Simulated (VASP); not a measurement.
Write the native input for VASP 6.6.1 that does the following.

| Item | Value |
| --- | --- |
| Task | single point |
| Functional | PBE |
| Potentials or basis | VASP PAW PBE potentials, release 64 (Be, S) |
| Cutoff | 600 eV |
| k mesh | 2 × 2 × 2 |
| Occupations | gaussian, width 0.1 eV |
| Spin | no spin polarisation |
| Dipole correction | no |
| Further INCAR settings | ALGO = Normal; EDIFF = 1e-06; NBANDS = 11 |

The structure of BeS lies in POSCAR:

```
BeS
1.0
    0.0000000000      2.4351516489      2.4351516489
    2.4351516489      0.0000000000      2.4351516489
    2.4351516489      2.4351516489      0.0000000000
Be S
1 1
Direct
    0.0000000000      0.0000000000      0.0000000000
    0.7500000000      0.7500000000      0.7500000000
```

One way to write it, as run:

INCAR

```
SYSTEM = BeS
ALGO     = Normal         ! electronic algorithm
EDIFF    = 1E-6           ! SCF threshold, eV
ENCUT    = 600            ! plane-wave cutoff, eV
GGA      = PE             ! functional
GGA_COMPAT= .False.      
ISIF     = 2              ! what is computed and relaxed
ISMEAR   = 0              ! smearing method
LASPH    = .True.         ! aspherical terms in the spheres
LCHARG   = .False.        ! write CHGCAR
LREAL    = .False.        ! projectors in reciprocal space
LWAVE    = .False.        ! write WAVECAR
NBANDS   = 11             ! bands
NELM     = 120            ! most SCF steps
PREC     = Accurate       ! precision mode
SIGMA    = 0.1            ! smearing width, eV
```

KPOINTS

```
k-points
0
Gamma
  2 2 2
  0 0 0
```

Potentials or basis: VASP PAW PBE potentials, release 64 (Be, S).

The run is started by

```console
$ cat potpaw_PBE.64/Be/POTCAR potpaw_PBE.64/S/POTCAR > POTCAR
$ mpirun -np 1 vasp_std > vasp.out
```

It gave:

```json
{
 "Pressure": "11.2 GPa",
 "Band gap on the k mesh": "2.96 eV, indirect (least direct gap 5.47 eV)"
}
```

Caveat: the k points lie up to 1.12 Å⁻¹ apart.

It took 1.8 s on 1 thread of Intel(R) Xeon(R) 6975P-C (Granite Rapids), with other jobs on the host, peak memory 0.14 GiB.
